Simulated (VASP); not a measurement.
Runs of VASP 6.6.1 on InSb3. The structure is that of space group P4/mmm (No. 123), or close to it. The cells are those of the table. 

```tsv
cell	gap on the mesh (eV)	pressure (GPa)
a = 5.024, b = 5.024, c = 4.188 Å, 4 atoms	none	-0.4
a = 4.979, b = 4.979, c = 4.151 Å, 4 atoms	none	1.3
a = 4.410, b = 4.410, c = 5.290 Å, 4 atoms	none	2.0
a = 4.825, b = 4.825, c = 4.541 Å, 4 atoms	none	0.0
a = 4.459, b = 4.459, c = 5.034 Å, 4 atoms	none	3.8
a = 4.887, b = 4.887, c = 4.073 Å, 4 atoms	none	(b)
a = 4.933, b = 4.933, c = 4.112 Å, 4 atoms	none	(a)
a = 4.693, b = 4.693, c = 4.416 Å, 4 atoms	none	6.1
```

Alike in all rows: task single point; level PBEsol; potentials or basis VASP PAW PBE potentials, release 64 (In_d, Sb); no spin polarisation; k mesh 10 × 10 × 10; cutoff (eV) 520; smearing gaussian 0.15 eV.

Question: Fill in the values left out.

Answer: (a) 3.3; (b) 5.6.

Caveats: the PAW data sets were made with another functional, which shifts forces and pressure a little; spin-orbit coupling is left out, which moves the levels of the heavy elements; the cell stands under pressure (at least some runs).

A k mesh can miss the band edges, and the runs leave out spin-orbit coupling on In, Sb.

A gap of «none» marks levels without a gap at the run's occupations.
